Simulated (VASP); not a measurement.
## Na: electric field gradients with PBE

Crystal: Na.

```
Na
1.0
    -2.05397    2.05397    2.11750
     2.05397   -2.05397    2.11750
     2.05397    2.05397   -2.11750
Na
1
Direct
  0.00000 0.00000 0.00000
```

This cell differs from its parent crystal: equal xx and yy strain of -3 %.

```
Program                : VASP 6.6.1
Task                   : electric field gradients
Functional             : PBE
Potentials or basis    : VASP PAW PBE potentials, release 64 (Na_pv)
Cutoff                 : 520 eV
k mesh                 : 12 × 12 × 12
Occupations            : fermi-dirac, width 0.05 eV
Spin                   : no spin polarisation
Dipole correction      : no
Further INCAR settings : ALGO = Normal; EDIFF = 1e-08; NBANDS = 10
```

```json
{
 "Pressure": "0.3 GPa"
}
```

Levels at points of the mesh, in eV from the Fermi level:
```csv
k point,band 1,band 2,band 3,band 4,band 5,band 6,band 7
"(0.00, 0.00, 0.00)",-24.85,-24.85,-24.85,-3.33,11.85,11.85,12.32
"(0.50, 0.00, 0.00)",-24.89,-24.86,-24.85,0.76,1.24,8.52,9.58
"(0.50, 0.50, 0.00)",-24.89,-24.86,-24.85,0.87,1.38,8.13,9.18
"(0.50, 0.50, 0.50)",-24.88,-24.87,-24.87,4.46,4.70,4.74,5.23
```

Run time: 29 s on 1 thread of Intel(R) Xeon(R) Platinum 8375C CPU @ 2.90GHz (Ice Lake) (shared host), peak memory 0.18 GiB.

Caveat: the cell differs from its parent crystal (equal xx and yy strain of -3 %); without QUAD_EFG the Cq values of the log hold for a quadrupole moment of 1 mb, not for the nuclei.
